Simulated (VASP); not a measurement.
HgTe (Coloradoite): single point with PBE+D4

The system is HgTe (Coloradoite).

```xyz
2
Lattice="0.0000 3.2568 3.2568 3.2568 0.0000 3.2568 3.2568 3.2568 0.0000" Properties=species:S:1:pos:R:3 pbc="T T T"
Hg    0.0000    0.0000    0.0000
Te    4.8852    4.8852    4.8852
```

```json
{
 "Program": "VASP 6.6.1",
 "Task": "single point",
 "Functional": "PBE",
 "Dispersion": "D4",
 "Potentials or basis": "VASP PAW PBE potentials, release 64 (Hg, Te)",
 "Cutoff": "520 eV",
 "k mesh": "7 × 7 × 7",
 "Occupations": "fermi-dirac, width 0.05 eV",
 "Spin": "no spin polarisation"
}
```

- Pressure: 0.6 GPa
- Band gap on the k mesh: zero (filled and empty bands touch)
- Dispersion energy per atom: -0.373 eV

Levels at points of the mesh, in eV from the Fermi level:
```tsv
k point	band 5	band 6	band 7	band 8	band 9	band 10	band 11	band 12	band 13	band 14
(0.00, 0.00, 0.00)	-6.76	-6.76	-0.82	-0.04	-0.04	-0.04	4.23	4.23	4.23	6.45
```

Wall time 14 s on 1 thread of AMD EPYC 9R45 (Zen 5), with other jobs on the host, peak memory 0.17 GiB.

Caveat: spin-orbit coupling is left out, which moves the levels of the heavy elements; pairwise dispersion overbinds metals, which lowers pressure and volume.
